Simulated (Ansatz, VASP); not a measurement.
One calculation of NaI, two programs

```
CELL_PARAMETERS angstrom
0.00000 3.30750 3.30750
3.30750 0.00000 3.30750
3.30750 3.30750 0.00000
ATOMIC_POSITIONS crystal
Na 0.00000 0.00000 0.00000
I 0.50000 0.50000 0.50000
```

Alike in both runs: task single point; functional PBE; k mesh 10 × 10 × 10; occupations gaussian, width 0.05 eV; no spin polarisation.

|  | VASP | Ansatz |
| --- | --- | --- |
| version | VASP 6.6.1 | Ansatz 0.2.0 |
| potentials or method | VASP PAW PBE potentials, release 64 (Na_pv, I), cutoff 520 eV | scalar-relativistic, plane waves, PAW |
| valence electrons in the cell | 14 | 26 |

|  | VASP | Ansatz | Ansatz less VASP |
| --- | --- | --- | --- |
| gap on the k mesh at the Fermi level (eV) | 3.48 | 3.48 | +0.003 |
| least direct gap on the mesh (eV) | 3.48 | 3.48 | +0.003 |
| pressure (GPa) | -0.5 | -0.5 | -0.01 |

VASP's potentials hold 14 valence electrons a cell and Ansatz's 26, so a difference there can come from the potentials and not from the codes.

Spin-orbit coupling is off throughout.
